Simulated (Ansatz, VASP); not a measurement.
## BiTe in VASP and in Ansatz

```
CELL_PARAMETERS angstrom
0.02022 3.23500 3.23500
3.23500 0.02022 3.23500
3.25522 3.25522 0.00000
ATOMIC_POSITIONS crystal
Bi 0.00000 0.00000 0.00000
Te 0.50000 0.50000 0.50000
```

Change from the starting cell: strain +0.0125 x Voigt [0, 0, 0, 0, 0, 1], atoms carried along.

Alike in both runs: task single point; functional PBE; k mesh 14 × 14 × 14; occupations gaussian, width 0.15 eV; no spin polarisation.

```csv
,VASP,Ansatz
version,VASP 6.6.1,Ansatz 0.2.0
potentials or method,"VASP PAW PBE potentials, release 64 (Bi_d, Te), cutoff 520 eV","scalar-relativistic, plane waves, PAW"
valence electrons in the cell,21,31
```

|  | VASP | Ansatz | Ansatz less VASP |
| --- | --- | --- | --- |
| gap on the k mesh at the Fermi level (eV) | none | none | - |
| pressure (GPa) | 0.7 | 0.8 | +0.08 |

A gap of «none» marks a metal or a gap that the smearing closes. VASP's potentials hold 21 valence electrons a cell and Ansatz's 31, so a difference there can come from the potentials and not from the codes.

Neither program's run includes spin-orbit coupling.
